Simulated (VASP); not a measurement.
# Si2Mo (I4/mmm) in VASP: a series of runs

Runs on Si2Mo. Level: PBE. Tasks: single point.

Everything below comes from runs of VASP 6.6.1. Logs are shortened: lines on timing, memory, paths and dates and some standing lists are left out, and cuts for length are marked.

**1. The cell of the first run**

The structure is tetragonal, space group I4/mmm (No. 139). Conventional cell: a = 3.072 Å, b = 3.072 Å, c = 7.861 Å, α = 90.00°, β = 90.00°, γ = 90.00°. Within 3.3 Å of Mo (site symmetry 4/mmm) lie 10 Si at 2.54 to 2.62 Å and 4 Mo at 3.07 Å. Si (site symmetry 4mm) has 9 Si at 2.53 to 3.07 Å and 5 Mo at 2.54 to 2.62 Å within 3.3 Å.

**2. Single point, PBE**

File INCAR:

```
PREC     = Accurate       # precision mode
ENCUT    = 520            # plane-wave cutoff, eV
EDIFF    = 1E-6           # SCF threshold, eV
ISMEAR   = -1             # smearing method
SIGMA    = 0.05           # smearing width, eV
LREAL    = False          # projectors in reciprocal space
LASPH    = True           # aspherical terms in the spheres
NELM     = 80             # most SCF steps
ALGO     = Normal         # electronic algorithm
ISIF     = 2              # what is computed and relaxed
LWAVE    = False          # write WAVECAR
LCHARG   = False          # write CHGCAR
GGA      = PE             # functional
NBANDS   = 18             # bands
```

File KPOINTS:

```
Automatic mesh
0
Gamma
  10 10 10
```

File POSCAR:

```
Si2Mo
1.0
   -1.5360000000      1.5360000000      3.9305000000
    1.5360000000     -1.5360000000      3.9305000000
    1.5360000000      1.5360000000     -3.9305000000
Mo Si
1 2
Direct
    0.0000000000      0.0000000000      0.0000000000
    0.6670000000      0.6670000000      0.0000000000
    0.3330000000      0.3330000000      0.0000000000
```

Potentials or basis: VASP PAW PBE potentials, release 64 (Mo_sv, Si).

Launch:

```sh
$ cat potpaw_PBE.64/Mo_sv/POTCAR potpaw_PBE.64/Si/POTCAR > POTCAR
$ mpirun -np 1 vasp_std > vasp.out
```

OUTCAR:

```text
PREC = Accurate
   ENCUT = 520
   EDIFF = 1E-6
   ISMEAR = -1
   LREAL = False
   LASPH = True
   NELM = 80
   ISIF = 2
   GGA = PE

 ion  position               nearest neighbor table
   1  0.000  0.000  0.000-   2 2.54   2 2.54   2 2.54   3 2.54   2 2.54   3 2.54   3 2.54   3 2.54
                             2 2.62   3 2.62
   2  0.667  0.667  0.000-   3 2.53   3 2.53   3 2.53   3 2.53   1 2.54   1 2.54   1 2.54   1 2.54
                             1 2.62   3 2.63
   3  0.333  0.333  0.000-   2 2.53   2 2.53   2 2.53   2 2.53   1 2.54   1 2.54   1 2.54   1 2.54
                             1 2.62   2 2.63

  LATTYP: Found a body centered tetragonal cell.
 ALAT       =     3.0720000000
 C/A-ratio  =     2.5589192708

  Lattice vectors:

 A1 = (  -1.5360000000,   1.5360000000,   3.9305000000)
 A2 = (   1.5360000000,  -1.5360000000,   3.9305000000)
 A3 = (   1.5360000000,   1.5360000000,  -3.9305000000)

Analysis of symmetry for initial positions (statically):
=====================================================================
 Subroutine PRICEL returns:
 Original cell was already a primitive cell.

 Routine SETGRP: Setting up the symmetry group for a
 body centered tetragonal supercell.

 Subroutine GETGRP returns: Found 16 space group operations
 (whereof 16 operations were pure point group operations)
 out of a pool of 16 trial point group operations.

The static configuration has the point symmetry D_4h.

Analysis of symmetry for dynamics (positions and initial velocities):
=====================================================================
 Subroutine PRICEL returns:
 Original cell was already a primitive cell.

 Routine SETGRP: Setting up the symmetry group for a
 body centered tetragonal supercell.

 Subroutine GETGRP returns: Found 16 space group operations
 (whereof 16 operations were pure point group operations)
 out of a pool of 16 trial point group operations.

The dynamic configuration has the point symmetry D_4h.

 Subroutine INISYM returns: Found 16 space group operations
 (whereof 16 operations are pure point group operations),
 and found     1 'primitive' translations

----------------------------------------------------------------------------------------

                                     Primitive cell

  volume of cell :      37.0929

  direct lattice vectors                    reciprocal lattice vectors
    -1.536000000  1.536000000  3.930500000     0.000000000  0.325520833  0.127210279
[... 82 lines left out ...]
   ISPIN  =      1    spin polarized calculation?
   LNONCOLLINEAR =      F non collinear calculations
   LSORBIT =      F    spin-orbit coupling
   LASPH  =      T    aspherical Exc in radial PAW
   ENCUT  =  520.0 eV  38.22 Ry    6.18 a.u.   8.35  8.35  8.35*2*pi/ulx,y,z
   NELM   =     80;   NELMIN=  2; NELMDL= -5     # of ELM steps
   EDIFF  = 0.1E-05   stopping-criterion for ELM
   LREAL  =      F    real-space projection
   EDIFFG = 0.1E-04   stopping-criterion for IOM
   NSW    =      0    number of steps for IOM
   IBRION =     -1    ionic relax: 0-MD 1-quasi-New 2-CG
   NFREE  =      0    steps in history (QN), initial steepest desc. (CG)
   ISIF   =      2    stress and relaxation
   ISYM   =      2    0-nonsym 1-usesym 2-fastsym
   POTIM  = 0.5000    time-step for ionic-motion
   TEBEG  =    0.0;   TEEND  =   0.0 temperature during run
   PSTRESS=    0.0 pullay stress
   NELECT =      22.0000    total number of electrons
   NUPDOWN=      -1.0000    fix difference up-down
   EMIN   =  10.00;   EMAX   =-10.00  energy-range for DOS
   EFERMI =   0.00;   METHOD = LEGACY
   ISMEAR =    -1;   SIGMA  =   0.05  broadening in eV -4-tet -1-fermi 0-gaus
   EFERMI_NEDOS =   21; number of points for ismear=-14 and -15
   IALGO  =     38    algorithm
   IMIX   =      4    mixing-type and parameters
     AMIX     =   0.40;   BMIX     =  1.00
     AMIX_MAG =   1.60;   BMIX_MAG =  1.00
  volume/ion in A,a.u.               =      12.36        83.44
  Fermi-wavevector in a.u.,A,eV,Ry     =   1.375474  2.599269 25.741245  1.891928
  Thomas-Fermi vector in A             =   2.500806
   LORBIT       =      0    0 simple, 1 ext, 2 COOP (PROOUT), +10 PAW based schemes
   GGA     = PE    functional components
   LHFCALC =     F    Hartree Fock is set to
   AEXX    =    0.0000 exact exchange contribution
   IVDW    =     0    specifies the selected vdW correction
   LEPSILON=     F    determine dielectric tensor
   LRPA    =     F    only Hartree local field effects (RPA)
 non-spin polarized calculation
  energy-cutoff  :      520.00
  volume of cell :       37.09
 maximum number of plane-waves:      1023
 NGX is ok and might be reduce to    36
   NGX = 17   NGY = 17   NGZ = 17

 number of electron      22.0000000 magnetization

 Free energy of the ion-electron system (eV)
  ---------------------------------------------------
  ext. energy  EPLUGINS =         0.00000000
  ---------------------------------------------------
  free energy    TOTEN  =       -22.95968008 eV

  energy without entropy =      -22.95641014  energy(sigma->0) =      -22.95804511

 E-fermi :  13.6205     XC(G=0): -12.8242

 val. band max:       13.5962682199   @ k =  -0.4000   0.5000   0.3000
 cond. band min:      13.6808051367   @ k =   0.1000  -0.0000   0.0000
 fundamental gap:      0.0845369167
 Fermi energy:        13.6205342643

 k-point     1 :       0.0000    0.0000    0.0000
  band No.  band energies     occupation
      1     -47.0739      2.00000
      2     -21.3226      2.00000
      3     -21.1175      2.00000
      4     -21.1175      2.00000
      5      -0.6013      2.00000
      6       6.6168      2.00000
[... 481 lines left out ...]
      5       3.7330      2.00000
      6       4.9594      2.00000
[... 10 lines left out ...]
     17      21.2611      0.00000
     18      22.8624      0.00000

 [... further k-points ...]
[... 5 lines left out ...]
  --------------------------------------------------------------------------------------
  -------------------------------------------------------------------------------------
  Total        6.6082684      6.6082684      2.7775584      0.0000000      0.0000000     -0.0000000
  in kB      285.4355307    285.4355307    119.9730090      0.0000000      0.0000000     -0.0000000
  external PRESSURE =     230.2813568 kB  Pullay stress =       0.0000000 kB

 VOLUME and BASIS-vectors are now :
 -----------------------------------------------------------------------------
  energy-cutoff  :      520.00
  volume of cell :       37.09
      direct lattice vectors                 reciprocal lattice vectors
    -1.536000000  1.536000000  3.930500000     0.000000000  0.325520833  0.127210279
     1.536000000 -1.536000000  3.930500000     0.325520833  0.000000000  0.127210279
     1.536000000  1.536000000 -3.930500000     0.325520833  0.325520833  0.000000000

 POSITION                                       TOTAL-FORCE (eV/Angst)
 -----------------------------------------------------------------------------------
      0.00000      0.00000      0.00000         0.000000      0.000000      0.000000
      0.00000      0.00000      5.24329         0.000000      0.000000     -0.079175
      0.00000      0.00000      2.61771        -0.000000     -0.000000      0.079175
 -----------------------------------------------------------------------------------
    total drift:                                0.000000      0.000000     -0.000000

  FREE ENERGIE OF THE ION-ELECTRON SYSTEM (eV)
  ---------------------------------------------------
  free  energy   TOTEN  =       -22.9596800848 eV

  energy  without entropy=      -22.9564101398  energy(sigma->0) =      -22.95804511
```

OSZICAR:

```text
N       E                     dE             d eps       ncg     rms          rms(c)
DAV:   1     0.124036076197E+03    0.12404E+03   -0.11361E+04  3672   0.117E+03
DAV:   2    -0.206846488121E+02   -0.14472E+03   -0.14199E+03  4320   0.304E+02
DAV:   3    -0.237694352583E+02   -0.30848E+01   -0.30528E+01  4608   0.397E+01
DAV:   4    -0.237859453134E+02   -0.16510E-01   -0.16496E-01  4236   0.315E+00
DAV:   5    -0.237860525054E+02   -0.10719E-03   -0.10719E-03  4276   0.270E-01    0.256E+01
DAV:   6    -0.230951796733E+02    0.69087E+00   -0.46785E+00  3892   0.147E+01    0.640E+00
DAV:   7    -0.229960576583E+02    0.99122E-01   -0.74399E-01  3842   0.511E+00    0.546E+00
DAV:   8    -0.229606425640E+02    0.35415E-01   -0.10522E-01  3930   0.244E+00    0.520E-01
DAV:   9    -0.229597544022E+02    0.88816E-03   -0.19758E-03  4266   0.366E-01    0.233E-01
DAV:  10    -0.229596882007E+02    0.66201E-04   -0.48709E-04  4180   0.180E-01    0.674E-02
DAV:  11    -0.229596821162E+02    0.60845E-05   -0.11864E-04  4018   0.802E-02    0.255E-02
DAV:  12    -0.229596810782E+02    0.10380E-05   -0.19299E-05  3966   0.305E-02    0.120E-02
DAV:  13    -0.229596800848E+02    0.99341E-06   -0.22702E-06  2862   0.121E-02
   1 F= -.22959680E+02 E0= -.22958045E+02  d E =-.326994E-02
```

stdout:

```text
POSCAR found type information on POSCAR MoSi
 POSCAR found :  2 types and       3 ions
 scaLAPACK will be used
 LDA part: xc-table for (Slater+PW92), standard interpolation
 POSCAR, INCAR and KPOINTS ok, starting setup
 FFT: planning ... GRIDC
 FFT: planning ... GRID_SOFT
 FFT: planning ... GRID
 WAVECAR not read
 entering main loop
```

Run time: 64 s. Hardware: 1 thread of Intel Xeon 6975P-C (Granite Rapids), shared host; peak memory 0.23 GiB.

Results:

| Quantity | Value |
| --- | --- |
| Free energy | -22.9597 eV |
| Pressure | 23.0 GPa |
| Largest force | 0.079 eV/Å |
| Band gap on the k mesh | zero (band 11 reaches 14.32 eV, above the bottom of band 12 at 13.27 eV) |

Forces on the atoms (eV/Å):
```
Mo   0.000  0.000  0.000
Si   0.000  0.000 -0.079
Si   0.000  0.000  0.079
```

(Continued in part 2 of 2.)
